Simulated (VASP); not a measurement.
InP, 2 atoms in the cell. Symmetry: F-43m, No. 216, cubic system. Conventional cell: a = 5.861 Å, b = 5.861 Å, c = 5.861 Å, α = 90.00°, β = 90.00°, γ = 90.00°. In (site symmetry -43m) has 4 P at 2.54 Å within 3.3 Å. Within 3.3 Å of P (site symmetry -43m) lie 4 In at 2.54 Å. 

| Property | Result |
| --- | --- |
| Program | VASP 6.6.1 |
| Task | single point |
| Functional | PBEsol |
| Potentials or basis | VASP PAW PBE potentials, release 64 (In_d, P) |
| Cutoff | 520 eV |
| k mesh | 5 × 5 × 5 |
| Occupations | fermi-dirac, width 0.05 eV |
| Spin | no spin polarisation |
| Dipole correction | no |
| Further INCAR settings | ALGO = Normal; EDIFF = 1e-06; NBANDS = 16 |

Potentials or basis: VASP PAW PBE potentials, release 64 (In_d, P).

Launch:

```sh
$ cat potpaw_PBE.64/In_d/POTCAR potpaw_PBE.64/P/POTCAR > POTCAR
$ mpirun -np 1 vasp_std > vasp.out
```

Hardware: 1 thread of Intel Xeon 6975P-C, on a shared host.

Task: Estimate the wall time of this run.

Result: It took 12 s on 1 thread of Intel Xeon 6975P-C, with other jobs on the host, peak memory 0.17 GiB. Counts: scf iterations 12, k points 10.
